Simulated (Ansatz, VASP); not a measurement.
**Two plane-wave programs on InAs**

Contents of INCAR:

```
SYSTEM = InAs
PREC     = Accurate       ! precision mode
ENCUT    = 520            ! plane-wave cutoff, eV
EDIFF    = 1E-7           ! SCF threshold, eV
ISMEAR   = 0              ! smearing method
SIGMA    = 0.05           ! smearing width, eV
LREAL    = .False.        ! projectors in reciprocal space
LASPH    = .True.         ! aspherical terms in the spheres
NELM     = 80             ! most SCF steps
ALGO     = Normal         ! electronic algorithm
ISIF     = 2              ! what is computed and relaxed
LWAVE    = .False.        ! write WAVECAR
LCHARG   = .False.        ! write CHGCAR
GGA      = RP             ! functional
NBANDS   = 16             ! bands
```

File KPOINTS:

```
regular mesh
0
Gamma
  6 6 6
  0 0 0
```

The input POSCAR:

```
InAs
1.0
    0.0000000000      3.0618190954      3.0618190954
    3.0618190954      0.0000000000      3.0618190954
    3.0618190954      3.0618190954      0.0000000000
In As
1 1
Direct
    0.0000000000      0.0000000000      0.0000000000
    0.7500000000      0.7500000000      0.7500000000
```

Input for Ansatz:

```yaml
crystal:
  lattice:
    - [0.0, 3.0618190954, 3.0618190954]
    - [3.0618190954, 0.0, 3.0618190954]
    - [3.0618190954, 3.0618190954, 0.0]
  atoms:
    - { symbol: In, position: [0.0, 0.0, 0.0] }
    - { symbol: As, position: [0.75, 0.75, 0.75] }
basis:
  ecutwfc: 420
  ecutrho_ratio: 4
kpoints:
  mp_grid: { grid: [6, 6, 6] }
hamiltonian:
  xc: rpbe
scf:
  occupations: { method: gaussian, width: 0.05 }
output:
  forces: true
  stress: true
  eigenvalues: true
```

Alike in both runs: task single point; functional RPBE; k mesh 6 × 6 × 6; occupations gaussian, width 0.05 eV; no spin polarisation.

```csv
,VASP,Ansatz
version,VASP 6.6.1,Ansatz 0.2.0
potentials or method,"VASP PAW PBE potentials, release 64 (In_d, As), cutoff 520 eV","scalar-relativistic, plane waves, PAW"
valence electrons in the cell,18,28
```

VASP gave:

* gap on the k mesh at the Fermi level (eV): none
* pressure (GPa): 3.4

Problem. Which values does Ansatz return?

Solution. gap on the k mesh at the Fermi level (eV): none; pressure (GPa): 3.3.

VASP's potentials were made for PBE, not for RPBE. A gap of «none» marks a metal or a gap that the smearing closes. VASP's potentials hold 18 valence electrons a cell and Ansatz's 28, so a difference there can come from the potentials and not from the codes.
